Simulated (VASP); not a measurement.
Input of a VASP 6.6.1 run:

Contents of INCAR:

```
ALGO = Fast
EDIFF = 1E-6
ENCUT = 520
GGA = PS
ISIF = 2
ISMEAR = 0
LASPH = T
LCHARG = F
LREAL = F
LWAVE = F
NBANDS = 19
NELM = 100
PREC = Accurate
SIGMA = 0.1
```

The input KPOINTS:

```
k-points
0
Gamma
  24 24 12
```

The input POSCAR:

```
Zn
1.0
    2.5978726062      0.0000000000      0.0000000000
   -1.2989363031      2.2498236728      0.0000000000
    0.0000000000      0.0000000000      4.8668396067
Zn
2
Direct
    0.3333333333      0.6666666667      0.2500000000
    0.6666666667      0.3333333333      0.7500000000
```

Potentials or basis: VASP PAW PBE potentials, release 64 (Zn).

Command:

```console
$ cat potpaw_PBE.64/Zn/POTCAR > POTCAR
$ mpirun -np 1 vasp_std > vasp.out
```

Task: What does it give for the pressure?

Result: 0.9 GPa.

Task: What does it give for the band gap on the k mesh?

Result: Zero (bands 12 and 13 overlap by 4.58 eV).

Stress tensor (GPa, compression positive):
```
1.03 0.00 0.00
0.00 1.03 0.00
0.00 0.00 0.77
```

Caveat: the PAW data sets were made with another functional, which shifts forces and pressure a little.
